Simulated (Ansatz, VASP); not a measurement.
Zn: VASP beside Ansatz

```
Zn
1.0
     2.66000    0.00000    0.00000
    -1.33000    2.30363    0.00000
     0.00000    0.00000    4.93696
Zn
2
Cartesian
  0.0000 1.5358 3.7027
  1.3300 0.7679 1.2342
```

Alike in both runs: task relaxation of cell and atoms; functional PBEsol; k mesh 18 × 18 × 8; occupations gaussian, width 0.05 eV; no spin polarisation.

|  | VASP | Ansatz |
| --- | --- | --- |
| version | VASP 6.6.1 | Ansatz 0.2.0 |
| potentials or method | VASP PAW PBE potentials, release 64 (Zn), cutoff 600 eV | scalar-relativistic, plane waves, PAW |
| valence electrons in the cell | 24 | 24 |

Ansatz gave:

* relaxed volume (Å³/atom): 14.22
* relaxed cell length with the largest relative difference (Å): 2.599

Problem. Which values does VASP return?

Solution. Relaxed volume (Å³/atom): 14.27; relaxed cell length with the largest relative difference (Å): 2.602.

VASP's potentials were made for PBE, not for PBEsol.
